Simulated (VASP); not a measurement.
Set up this calculation in VASP 6.6.1, as the native input.

| Quantity | Value |
| --- | --- |
| Task | single point |
| Functional | PBEsol |
| Potentials or basis | VASP PAW PBE potentials, release 64 (Lu, Si, Rh_pv) |
| Cutoff | 520 eV |
| k mesh | 11 × 11 × 11 |
| Occupations | fermi-dirac, width 0.08 eV |
| Spin | no spin polarisation |
| Dipole correction | no |
| Further INCAR settings | ALGO = Normal; EDIFF = 1e-06; NBANDS = 40 |

The structure of LuSi2Rh2 lies in POSCAR:

```
LuSi2Rh2
1.0
   -2.0026521756      2.0026521756      4.9253497503
    2.0026521756     -2.0026521756      4.9253497503
    2.0026521756      2.0026521756     -4.9253497503
Lu Si Rh
1 2 2
Direct
    0.0000000000      0.0000000000      0.0000000000
    0.6203841600      0.6203841600      0.0000000000
    0.3796158400      0.3796158400      0.0000000000
    0.7500000000      0.2500000000      0.5000000000
    0.2500000000      0.7500000000      0.5000000000
```

One way to write it, as run:

INCAR

```
  PREC = Accurate
  ENCUT = 520
  EDIFF = 1E-6
  ISMEAR = -1
  SIGMA = 0.08
  LREAL = F
  LASPH = T
  NELM = 100
  ALGO = Normal
  ISIF = 2
  LWAVE = F
  LCHARG = F
  GGA = PS
  NBANDS = 40
```

KPOINTS

```
Automatic mesh
0
Gamma
  11 11 11
```

Potentials or basis: VASP PAW PBE potentials, release 64 (Lu, Si, Rh_pv).

Run with:

```sh
$ cat potpaw_PBE.64/Lu/POTCAR potpaw_PBE.64/Si/POTCAR potpaw_PBE.64/Rh_pv/POTCAR > POTCAR
$ mpirun -np 1 vasp_std > vasp.out
```

It gave:

```yaml
Pressure: -1.9 GPa
Largest_force: 0.063 eV/Å
```

Caveat: the PAW data sets were made with another functional, which shifts forces and pressure a little.

Wall time 11 min on 1 thread of Intel(R) Xeon(R) Platinum 8488C (Sapphire Rapids), on a shared host, peak memory 0.54 GiB.
